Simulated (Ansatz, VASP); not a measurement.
**Si23BHO48 in VASP and in Ansatz**

```xyz
73
Lattice="9.8316 0.0000 0.0000 -4.9158 8.5144 0.0000 0.0000 0.0000 10.8182" Properties=species:S:1:pos:R:3 pbc="T T T"
Si    2.6306    0.0362    1.7953
Si   -1.3105    2.2847    3.6072
Si    1.1012    2.0096    0.0120
Si    2.6013    0.0338    7.2293
Si    8.4073    2.2577    9.0483
Si    1.1148    2.1113    5.4594
Si    0.1688    4.2870    1.8329
Si   -3.6730    6.4839    3.6199
Si   -1.2871    6.2802   10.8130
Si    6.0755    6.4990    9.0307
Si   -1.2124    6.2633    5.4269
Si    2.6611    8.5108    1.8152
Si    3.5891    2.3074    3.6383
Si    5.9677    1.9193    0.0731
Si    2.6371    8.4925    7.2077
Si    3.5722    2.2554    9.0752
Si    6.0653    1.9521    5.4065
Si    5.0829    4.2602    1.8253
Si    1.2322    6.5199    3.6451
Si    3.5785    6.2074   10.7829
Si    5.1242    4.2004    7.2696
Si    1.1379    6.4318    8.9324
Si    3.6821    6.2258    5.4396
O    -0.3445    1.7917    4.8181
O     1.0983    3.1203    1.1988
O    -0.7845    3.7026    3.0153
O     1.6175    0.6037    0.6489
O     2.1137    2.5737    4.2547
O     3.5409    1.2236    2.4255
O    -0.3862    1.8053   10.2119
O     1.0859    3.2809    6.5922
O    -1.0511    3.7510    8.4944
O     1.6447    0.7235    6.1162
O     2.0703    2.5144    9.6247
O     3.5839    1.1379    7.8964
O    -2.6675    5.9252    4.7777
O    -1.2911    7.4555    1.1210
O    -3.1514    7.8937    3.0087
O    -0.7813    4.8995    0.6702
O    -0.2398    6.8271    4.2508
O     1.1504    5.4260    2.4459
O    -2.7971    6.0418   10.2581
O    -1.3751    7.4059    6.5678
O    -3.2653    7.8958    8.3792
O    -0.5727    4.9108    6.0626
O    -0.3401    6.6965    9.5582
O     1.1279    5.3428    7.7354
O     4.5650    1.7464    4.8189
O     6.0090    3.0769    1.2132
O     4.1536    3.7106    3.0441
O     6.5120    0.5368    0.7133
O     7.0213    2.4866    4.2017
O     8.5246    1.1851    2.3968
O     4.4618    1.7106   10.3264
O     6.0586    3.0432    6.6215
O     4.1816    3.6348    8.4666
O     6.6070    0.5457    6.0070
O     6.8980    2.3536    9.6375
O     8.4645    1.1578    7.8497
O     2.2045    5.9504    4.8215
O     3.5716    7.3694    1.1076
O     1.8261    7.9087    3.0689
O     4.1224    4.8369    0.6445
O     4.6870    6.7222    4.2636
O     6.0744    5.4047    2.4076
O     2.1086    5.9284   10.1500
O     3.6350    7.3684    6.5928
O     1.6880    7.8525    8.3608
O     4.1973    4.8380    6.1037
O     4.5616    6.6846    9.5723
O     6.1530    5.3077    7.9003
B     0.5012    4.5031    6.8440
H    -1.6692    4.1438    8.2260
```

Alike in both runs: task single point; functional PBE; dispersion D3(BJ); k mesh 1 × 1 × 1; occupations gaussian, width 0.02 eV; no spin polarisation.

|  | VASP | Ansatz |
| --- | --- | --- |
| version | VASP 6.6.1 | Ansatz 0.2.0 |
| potentials or method | VASP PAW PBE potentials, release 64 (Si, O, B, H) | scalar-relativistic, plane waves, PAW |
| plane-wave cutoff (eV) | 520 | 420 |
| valence electrons in the cell | 384 | 384 |

|  | VASP | Ansatz | Ansatz less VASP |
| --- | --- | --- | --- |
| gap on the k mesh at the Fermi level (eV) | 5.78 | 5.79 | +0.002 |
| least direct gap on the mesh (eV) | 5.78 | 5.79 | +0.002 |
